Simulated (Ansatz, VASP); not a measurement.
**V: VASP beside Ansatz**

```xyz
1
Lattice="0.0000 1.9080 1.9080 1.9080 0.0000 1.9080 1.9080 1.9080 0.0000" Properties=species:S:1:pos:R:3 pbc="T T T"
V     0.0000    0.0000    0.0000
```

Alike in both runs: task single point; functional PBE; k mesh 18 × 18 × 18; occupations gaussian, width 0.05 eV; collinear spin.

|  | VASP | Ansatz |
| --- | --- | --- |
| version | VASP 6.6.1 | Ansatz 0.2.0 |
| potentials or method | VASP PAW PBE potentials, release 64 (V_sv), cutoff 520 eV | scalar-relativistic, plane waves, PAW |
| valence electrons in the cell | 13 | 13 |

Ansatz gave:

* pressure (GPa): 0.0
* net moment per atom (μB): 0.00

Question: What did VASP give for the same quantities?

Answer: Pressure (GPa): 0.2; net moment per atom (μB): 0.00.

With one functional, cell and mesh, what is left measures potentials, basis and numerics. Ansatz's warnings: seeded moment not kept.
